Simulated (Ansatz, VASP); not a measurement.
## One calculation of Se, two programs

Contents of INCAR:

```
PREC = Accurate
ENCUT = 520
EDIFF = 1E-6
ISMEAR = 0
SIGMA = 0.1
LREAL = False
LASPH = True
NELM = 60
ALGO = Normal
ISIF = 2
LWAVE = False
LCHARG = True
GGA = PE
LELF = True
LVHAR = True
NBANDS = 48
```

The input KPOINTS:

```
regular mesh
0
Gamma
  3 3 3
```

POSCAR

```
Se
1.0
    3.8490754953      2.2222647734      6.5642216712
   -3.8490754953      2.2222647734      6.5642216712
    0.0000000000     -4.4445295466      6.5642216712
Se
12
Direct
    0.0101900000      0.6536100000      0.0101900000
    0.0101900000      0.0101900000      0.6536100000
    0.6536100000      0.0101900000      0.0101900000
    0.9898100000      0.3463900000      0.9898100000
    0.3463900000      0.9898100000      0.9898100000
    0.9898100000      0.9898100000      0.3463900000
    0.2211800000      0.6306000000      0.2211800000
    0.2211800000      0.2211800000      0.6306000000
    0.6306000000      0.2211800000      0.2211800000
    0.7788200000      0.3694000000      0.7788200000
    0.3694000000      0.7788200000      0.7788200000
    0.7788200000      0.7788200000      0.3694000000
```

Input for Ansatz:

```yaml
crystal:
  lattice:
    - [3.8490754953, 2.2222647734, 6.5642216712]
    - [-3.8490754953, 2.2222647734, 6.5642216712]
    - [0.0, -4.4445295466, 6.5642216712]
  atoms:
    - { symbol: Se, position: [0.01019, 0.65361, 0.01019] }
    - { symbol: Se, position: [0.01019, 0.01019, 0.65361] }
    - { symbol: Se, position: [0.65361, 0.01019, 0.01019] }
    - { symbol: Se, position: [0.98981, 0.34639, 0.98981] }
    - { symbol: Se, position: [0.34639, 0.98981, 0.98981] }
    - { symbol: Se, position: [0.98981, 0.98981, 0.34639] }
    - { symbol: Se, position: [0.22118, 0.6306, 0.22118] }
    - { symbol: Se, position: [0.22118, 0.22118, 0.6306] }
    - { symbol: Se, position: [0.6306, 0.22118, 0.22118] }
    - { symbol: Se, position: [0.77882, 0.3694, 0.77882] }
    - { symbol: Se, position: [0.3694, 0.77882, 0.77882] }
    - { symbol: Se, position: [0.77882, 0.77882, 0.3694] }
basis:
  ecutwfc: 420
kpoints:
  mp_grid: { grid: [3, 3, 3] }
hamiltonian:
  xc: pbe
scf:
  occupations: { method: gaussian, width: 0.1 }
  lower_state_search: "off"
output:
  forces: true
  stress: true
  eigenvalues: true
```

Alike in both runs: task single point; functional PBE; k mesh 3 × 3 × 3; occupations gaussian, width 0.1 eV; no spin polarisation.

```csv
,VASP,Ansatz
version,VASP 6.6.1,Ansatz 0.2.0
potentials or method,"VASP PAW PBE potentials, release 64 (Se), cutoff 520 eV","scalar-relativistic, plane waves, PAW"
valence electrons in the cell,72,192
```

|  | VASP | Ansatz | Ansatz less VASP |
| --- | --- | --- | --- |
| gap on the k mesh at the Fermi level (eV) | none | none | - |
| pressure (GPa) | 3.3 | 3.3 | -0.02 |
| traceless stress, the component that is largest in VASP (GPa) | 0.57 | 0.57 | 0.000 |
| rms of the force components (eV/Å) | 1.038 | 1.036 | -0.0019 |

Atom by atom the forces differ by 0.002 eV/Å (rms over components). A gap of «none» marks a metal or a gap that the smearing closes. With one functional, cell and mesh, what is left measures potentials, basis and numerics. VASP's potentials hold 72 valence electrons a cell and Ansatz's 192, so a difference there can come from the potentials and not from the codes.
